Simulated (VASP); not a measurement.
Runs of VASP 6.6.1 on SiO2 (rutile type). The structure is that of space group P4_2/mnm (No. 136), or close to it. The cells are those of the table. 

```csv
cell,gap on the mesh (eV),pressure (GPa),largest force (eV/Å)
"a = 3.987, b = 3.987, c = 2.587 Å, 6 atoms",7.88,53.5,0.02
"a = 3.720, b = 3.720, c = 2.433 Å, 6 atoms",8.13,208.7,(b)
"a = 3.856, b = 3.856, c = 2.515 Å, 6 atoms",8.03,(a),0.02
"a = 4.085, b = 4.085, c = 2.633 Å, 6 atoms",7.58,22.5,0.02
"a = 3.538, b = 3.538, c = 2.315 Å, 6 atoms",8.18,(c),0.08
```

Alike in all rows: task single point; level r2SCAN; potentials or basis VASP PAW PBE potentials, release 64 (Si, O); no spin polarisation; k mesh 8 × 8 × 11; cutoff (eV) 520; smearing fermi-dirac 0.08 eV.

Task: Fill in the values left out.

Result: (a) 114.4; (b) 0.03; (c) 407.2.

Caveats: the PAW data sets were made with another functional, which shifts forces and pressure a little.

A k mesh can miss the band edges.
